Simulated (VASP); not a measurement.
# MgScF3 (Pm-3m) in VASP: further runs

MgScF3 is run at these levels: r2SCAN+U; tasks: single point.

Program: VASP 6.6.1. These are calculated values, not measurements. Logs are shortened: lines on timing, memory, paths and dates and some standing lists are left out, and cuts for length are marked.

### 1 The cell of the first run

Symmetry: Pm-3m, No. 221, cubic system. The conventional cell has a = 4.006 Å, b = 4.006 Å, c = 4.006 Å, α = 90.00°, β = 90.00°, γ = 90.00°. Sc (site symmetry m-3m) has 12 F at 2.83 Å and 8 Mg at 3.47 Å within 3.7 Å. Mg (site symmetry m-3m) has 6 F at 2.00 Å within 2.7 Å. Within 2.7 Å of F (site symmetry 4/mmm) lie 2 Mg at 2.00 Å.

### 2 Single point, r2SCAN+U

POSCAR reads:

```
MgScF3
1.0
    4.0061110778      0.0000000000      0.0000000000
    0.0000000000      4.0061110778      0.0000000000
    0.0000000000      0.0000000000      4.0061110778
Sc Mg F
1 1 3
Direct
    0.5000000000      0.5000000000      0.5000000000
    0.0000000000      0.0000000000      0.0000000000
    0.5000000000      0.0000000000      0.0000000000
    0.0000000000      0.5000000000      0.0000000000
    0.0000000000      0.0000000000      0.5000000000
```

INCAR.step1 reads:

```
SYSTEM = MgScF3
  PREC = Accurate
  ENCUT = 660
  ISMEAR = -1
  SIGMA = 0.1
  LREAL = .False.
  LASPH = .True.
  NELM = 200
  LMAXMIX = 4
  LDAU = .True.
  LDAUTYPE = 2
  LDAUL = 2 -1 -1
  LDAUU = 3 0 0
  LDAUJ = 0 0 0
  NBANDS = 29
  GGA = PE
  ALGO = Normal
  EDIFF = 1E-5
  LWAVE = .True.
  LCHARG = .False.
  GGA_COMPAT = .False.
```

INCAR.step2 reads:

```
SYSTEM = MgScF3
  PREC = Accurate
  ENCUT = 660
  EDIFF = 1E-6
  ISMEAR = -1
  SIGMA = 0.1
  LREAL = .False.
  LASPH = .True.
  NELM = 200
  ALGO = Normal
  ISIF = 2
  LWAVE = .False.
  LCHARG = .False.
  LMAXMIX = 4
  LDAU = .True.
  LDAUTYPE = 2
  LDAUL = 2 -1 -1
  LDAUU = 3 0 0
  LDAUJ = 0 0 0
  LDAUPRINT = 1
  METAGGA = R2SCAN
  LMIXTAU = .True.
  NBANDS = 29
  ISTART = 1
  GGA_COMPAT = .False.
```

KPOINTS reads:

```
Automatic mesh
0
Gamma
  5 5 5
  0 0 0
```

Potentials or basis: VASP PAW PBE potentials, release 64 (Sc_sv, Mg_sv, F).

Command:

```console
$ cat potpaw_PBE.64/Sc_sv/POTCAR potpaw_PBE.64/Mg_sv/POTCAR potpaw_PBE.64/F/POTCAR > POTCAR
$ cp INCAR.step1 INCAR
$ mpirun -np 1 vasp_std > vasp.out
$ cp INCAR.step2 INCAR
$ mpirun -np 1 vasp_std > vasp.out
```

OUTCAR:

```text
SYSTEM = MgScF3
   PREC = Accurate
   ENCUT = 660
   EDIFF = 1E-6
   ISMEAR = -1
   LREAL = .False.
   LASPH = .True.
   NELM = 200
   ISIF = 2
   METAGGA = R2SCAN
   ISTART = 1

 ion  position               nearest neighbor table
   1  0.500  0.500  0.500-
   2  0.000  0.000  0.000-   3 2.00   4 2.00   5 2.00   5 2.00   4 2.00   3 2.00
   3  0.500  0.000  0.000-   2 2.00   2 2.00
   4  0.000  0.500  0.000-   2 2.00   2 2.00
   5  0.000  0.000  0.500-   2 2.00   2 2.00

  LATTYP: Found a simple cubic cell.
 ALAT       =     4.0061110778

  Lattice vectors:

 A1 = (   4.0061110778,   0.0000000000,   0.0000000000)
 A2 = (   0.0000000000,   4.0061110778,   0.0000000000)
 A3 = (   0.0000000000,   0.0000000000,   4.0061110778)

Analysis of symmetry for initial positions (statically):
=====================================================================
 Subroutine PRICEL returns:
 Original cell was already a primitive cell.

 Routine SETGRP: Setting up the symmetry group for a
 simple cubic supercell.

 Subroutine GETGRP returns: Found 48 space group operations
 (whereof 48 operations were pure point group operations)
 out of a pool of 48 trial point group operations.

The static configuration has the point symmetry O_h .

Analysis of symmetry for dynamics (positions and initial velocities):
=====================================================================
 Subroutine PRICEL returns:
 Original cell was already a primitive cell.

 Routine SETGRP: Setting up the symmetry group for a
 simple cubic supercell.

 Subroutine GETGRP returns: Found 48 space group operations
 (whereof 48 operations were pure point group operations)
 out of a pool of 48 trial point group operations.

The dynamic configuration has the point symmetry O_h .

 Subroutine INISYM returns: Found 48 space group operations
 (whereof 48 operations are pure point group operations),
 and found     1 'primitive' translations

[... 134 lines left out ...]
  0.0000  0.0097 -0.0000 -0.0000  0.0000
 -0.0000 -0.0000  0.2481 -0.0000  0.0000
  0.0000 -0.0000 -0.0000  0.0097  0.0000
 -0.0000  0.0000  0.0000  0.0000  0.2481

spin component  2

  0.0097  0.0000 -0.0000  0.0000 -0.0000
  0.0000  0.0097 -0.0000 -0.0000  0.0000
 -0.0000 -0.0000  0.2481 -0.0000  0.0000
  0.0000 -0.0000 -0.0000  0.0097  0.0000
 -0.0000  0.0000  0.0000  0.0000  0.2481

 occupancies and eigenvectors

  o =  0.0097  v =  1.0000  0.0000  0.0000  0.0000  0.0000  0.0000  0.0000  0.0000  0.0000  0.0000      0.0000  0.0000  0.0000  0.0000  0.0000  0.0000  0.0000  0.0000  0.0000  0.0000
  o =  0.0097  v =  0.0000  0.0000  0.0000  0.0000  0.0000  1.0000  0.0000  0.0000  0.0000  0.0000      0.0000  0.0000  0.0000  0.0000  0.0000  0.0000  0.0000  0.0000  0.0000  0.0000
  o =  0.0097  v =  0.0000 -0.4655 -0.0000 -0.8850  0.0000  0.0000  0.0000  0.0000  0.0000  0.0000      0.0000  0.0000  0.0000  0.0000  0.0000  0.0000  0.0000  0.0000  0.0000  0.0000
  o =  0.0097  v =  0.0000  0.0000  0.0000  0.0000  0.0000  0.0000 -0.4655 -0.0000 -0.8850  0.0000      0.0000  0.0000  0.0000  0.0000  0.0000  0.0000  0.0000  0.0000  0.0000  0.0000
  o =  0.0097  v =  0.0000  0.0000  0.0000  0.0000  0.0000  0.0000  0.8850  0.0000 -0.4655  0.0000      0.0000  0.0000  0.0000  0.0000  0.0000  0.0000  0.0000  0.0000  0.0000  0.0000
  o =  0.0097  v =  0.0000  0.8850  0.0000 -0.4655  0.0000  0.0000  0.0000  0.0000  0.0000  0.0000      0.0000  0.0000  0.0000  0.0000  0.0000  0.0000  0.0000  0.0000  0.0000  0.0000
  o =  0.2481  v =  0.0000  0.0000  0.0000  0.0000  0.0000  0.0000  0.0000  0.9994  0.0000  0.0344      0.0000  0.0000  0.0000  0.0000  0.0000  0.0000  0.0000  0.0000  0.0000  0.0000
  o =  0.2481  v =  0.0000  0.0000  0.9994  0.0000  0.0344  0.0000  0.0000  0.0000  0.0000  0.0000      0.0000  0.0000  0.0000  0.0000  0.0000  0.0000  0.0000  0.0000  0.0000  0.0000
  o =  0.2481  v =  0.0000 -0.0000  0.0344 -0.0000 -0.9994  0.0000  0.0000  0.0000  0.0000  0.0000      0.0000  0.0000  0.0000  0.0000  0.0000  0.0000  0.0000  0.0000  0.0000  0.0000
  o =  0.2481  v =  0.0000  0.0000  0.0000  0.0000  0.0000  0.0000 -0.0000  0.0344 -0.0000 -0.9994      0.0000  0.0000  0.0000  0.0000  0.0000  0.0000  0.0000  0.0000  0.0000  0.0000

 number of electron      42.0000004 magnetization

 Free energy of the ion-electron system (eV)
  ---------------------------------------------------
  ext. energy  EPLUGINS =         0.00000000
  ---------------------------------------------------
  free energy    TOTEN  =       -37.02274492 eV

  energy without entropy =      -36.90681402  energy(sigma->0) =      -36.96477947

 E-fermi :   6.4256     XC(G=0): -10.6115

 val. band max:        6.3193548290   @ k =   0.2000   0.2000   0.2000
 cond. band min:       6.4753389471   @ k =   0.4000   0.2000   0.0000
 fundamental gap:      0.1559841180
 Fermi energy:         6.4255858980

 k-point     1 :       0.0000    0.0000    0.0000
  band No.  band energies     occupation
      1     -74.8031      2.00000
      2     -47.6028      2.00000
      3     -39.9368      2.00000
      4     -39.9368      2.00000
      5     -39.9368      2.00000
      6     -25.2930      2.00000
[... 309 lines left out ...]
     28      11.5235      0.00000
     29      11.5235      0.00000

------------------------ aborting loop because EDIFF is reached ----------------------------------------

  FORCE on cell =-STRESS in cart. coord.  units (eV):
  Direction    XX          YY          ZZ          XY          YZ          ZX
  --------------------------------------------------------------------------------------
  -------------------------------------------------------------------------------------
  Total       -0.2326370     -0.2326370     -0.2326370      0.0000000     -0.0000000      0.0000000
  in kB       -5.7972289     -5.7972289     -5.7972289      0.0000000     -0.0000000      0.0000000
  external PRESSURE =      -5.7972289 kB  Pullay stress =       0.0000000 kB

 VOLUME and BASIS-vectors are now :
 -----------------------------------------------------------------------------
  energy-cutoff  :      660.00
  volume of cell :       64.29
      direct lattice vectors                 reciprocal lattice vectors
     4.006111078  0.000000000  0.000000000     0.249618640  0.000000000  0.000000000
     0.000000000  4.006111078  0.000000000     0.000000000  0.249618640  0.000000000
     0.000000000  0.000000000  4.006111078     0.000000000  0.000000000  0.249618640

 POSITION                                       TOTAL-FORCE (eV/Angst)
 -----------------------------------------------------------------------------------
      2.00306      2.00306      2.00306         0.000000      0.000000      0.000000
      0.00000      0.00000      0.00000         0.000000      0.000000      0.000000
      2.00306      0.00000      0.00000         0.000000      0.000000      0.000000
      0.00000      2.00306      0.00000         0.000000      0.000000      0.000000
      0.00000      0.00000      2.00306         0.000000      0.000000      0.000000
 -----------------------------------------------------------------------------------
    total drift:                                0.000000      0.000000     -0.000000

  FREE ENERGIE OF THE ION-ELECTRON SYSTEM (eV)
  ---------------------------------------------------
  free  energy   TOTEN  =       -37.0227449231 eV

  energy  without entropy=      -36.9068140232  energy(sigma->0) =      -36.96477947
```

OSZICAR.step1:

```text
N       E                     dE             d eps       ncg     rms          rms(c)
DAV:   1     0.681865921803E+03    0.68187E+03   -0.26360E+04   580   0.195E+03
DAV:   2     0.427096513137E+02   -0.63916E+03   -0.61872E+03   649   0.577E+02
DAV:   3    -0.245633045485E+02   -0.67273E+02   -0.64711E+02   814   0.196E+02
DAV:   4    -0.282148830374E+02   -0.36516E+01   -0.35992E+01   957   0.438E+01
DAV:   5    -0.282880946104E+02   -0.73212E-01   -0.72305E-01   692   0.490E+00    0.115E+01
DAV:   6    -0.242657344979E+02    0.40224E+01   -0.16464E+01   825   0.264E+01    0.466E+00
DAV:   7    -0.242343272478E+02    0.31407E-01   -0.67635E-01   814   0.657E+00    0.237E+00
DAV:   8    -0.242845325157E+02   -0.50205E-01   -0.28435E-01   804   0.301E+00    0.104E+00
DAV:   9    -0.242887633279E+02   -0.42308E-02   -0.13406E-02   825   0.102E+00    0.715E-01
DAV:  10    -0.243028121491E+02   -0.14049E-01   -0.70679E-02   809   0.217E+00    0.293E-01
DAV:  11    -0.243014824951E+02    0.13297E-02   -0.98016E-03   788   0.638E-01    0.611E-02
DAV:  12    -0.243014517940E+02    0.30701E-04   -0.32698E-04   864   0.139E-01    0.171E-02
DAV:  13    -0.243014620740E+02   -0.10280E-04   -0.60674E-05   716   0.564E-02    0.182E-02
DAV:  14    -0.243014581057E+02    0.39682E-05   -0.24351E-05   603   0.401E-02
   1 F= -.24301458E+02 E0= -.24239018E+02  d E =-.124880E+00
```

It took 51 s on 1 thread of Intel Xeon 6975P-C (Granite Rapids), shared host; peak memory 0.23 GiB.

Results:

| Property | Result |
| --- | --- |
| Free energy | -37.0227 eV |
| Pressure | -0.6 GPa |
| Band gap on the k mesh | zero (bands 21 and 22 overlap by 1.52 eV) |

Eigenvalues of the final occupation matrices:
```csv
site,spin,trace,eigenvalues
site 1 d,1,0.53,0.01 0.01 0.01 0.25 0.25
site 1 d,2,0.53,0.01 0.01 0.01 0.25 0.25
```

Caveat: the PAW data sets were made with another functional, which shifts forces and pressure a little; U without spin polarisation on a metal has little footing.

### 3 Single point, r2SCAN+U

POSCAR is that of step 2.

Edit INCAR.step1 of step 2 so:

```diff
@@ -2,3 +2,3 @@
   PREC = Accurate
-  ENCUT = 660
+  ENCUT = 750
   ISMEAR = -1
```

Edit INCAR.step2 of step 2 so:

```diff
@@ -2,3 +2,3 @@
   PREC = Accurate
-  ENCUT = 660
+  ENCUT = 750
   EDIFF = 1E-6
```

KPOINTS is that of step 2.

Potentials or basis: VASP PAW PBE potentials, release 64 (Sc_sv, Mg_sv, F).

Command:

```console
$ cat potpaw_PBE.64/Sc_sv/POTCAR potpaw_PBE.64/Mg_sv/POTCAR potpaw_PBE.64/F/POTCAR > POTCAR
$ cp INCAR.step1 INCAR
$ mpirun -np 1 vasp_std > vasp.out
$ cp INCAR.step2 INCAR
$ mpirun -np 1 vasp_std > vasp.out
```

Run time: 56 s. Hardware: 1 thread of Intel Xeon 6975P-C (Granite Rapids), shared host; peak memory 0.22 GiB.

The run converged. Its results:

| Item | Value |
| --- | --- |
| Free energy | -37.0122 eV |
| Pressure | -0.4 GPa |
| Band gap on the k mesh | zero (bands 21 and 22 overlap by 1.52 eV) |

Levels at points of the mesh, in eV from the Fermi level:
```
           k point  band 19  band 20  band 21  band 22  band 23  band 24
(0.00, 0.00, 0.00)    -8.59    -8.59    -2.32    -0.81    -0.81     1.34
```

Eigenvalues of the final occupation matrices:
| site | spin | trace | eigenvalues |
| --- | --- | --- | --- |
| site 1 d | 1 | 0.53 | 0.01 0.01 0.01 0.25 0.25 |
| site 1 d | 2 | 0.53 | 0.01 0.01 0.01 0.25 0.25 |

Caveat: the PAW data sets were made with another functional, which shifts forces and pressure a little; U without spin polarisation on a metal has little footing.
